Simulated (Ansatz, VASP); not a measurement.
## Two plane-wave programs on CaS

The input INCAR:

```
  PREC = Accurate
  ENCUT = 500
  EDIFF = 1E-6
  ISMEAR = 0
  SIGMA = 0.05
  LREAL = False
  LASPH = True
  NELM = 120
  ALGO = Normal
  ISIF = 2
  LWAVE = False
  LCHARG = False
  GGA = RE
  NBANDS = 15
  GGA_COMPAT = False
```

The input KPOINTS:

```
Automatic mesh
0
Gamma
  8 8 8
```

File POSCAR:

```
CaS
1.0
    0.0000000000      2.9035296215      2.9035296215
    2.9035296215      0.0000000000      2.9035296215
    2.9035296215      2.9035296215      0.0000000000
Ca S
1 1
Direct
    0.5000000000      0.5000000000      0.5000000000
    0.0000000000      0.0000000000      0.0000000000
```

Input for Ansatz:

```yaml
crystal:
  lattice:
    - [0.0, 2.9035296215, 2.9035296215]
    - [2.9035296215, 0.0, 2.9035296215]
    - [2.9035296215, 2.9035296215, 0.0]
  atoms:
    - { symbol: Ca, position: [0.5, 0.5, 0.5] }
    - { symbol: S, position: [0.0, 0.0, 0.0] }
basis:
  ecutwfc: 420
  ecutrho_ratio: 4
kpoints:
  mp_grid: { grid: [8, 8, 8] }
hamiltonian:
  xc: revpbe
scf:
  occupations: { method: gaussian, width: 0.05 }
output:
  forces: true
  stress: true
  eigenvalues: true
```

Alike in both runs: task single point; functional revPBE; k mesh 8 × 8 × 8; occupations gaussian, width 0.05 eV; no spin polarisation.

```csv
,VASP,Ansatz
version,VASP 6.6.1,Ansatz 0.2.0
potentials or method,"VASP PAW PBE potentials, release 64 (Ca_sv, S), cutoff 500 eV","scalar-relativistic, plane waves, PAW"
valence electrons in the cell,16,16
```

VASP gave:

* gap on the k mesh at the Fermi level (eV): 2.57
* least direct gap on the mesh (eV): 3.33
* pressure (GPa): -0.9

Task: Estimate Ansatz's values.

Result: gap on the k mesh at the Fermi level (eV): 2.58; least direct gap on the mesh (eV): 3.33; pressure (GPa): -1.0.

VASP's potentials were made for PBE, not for revPBE.
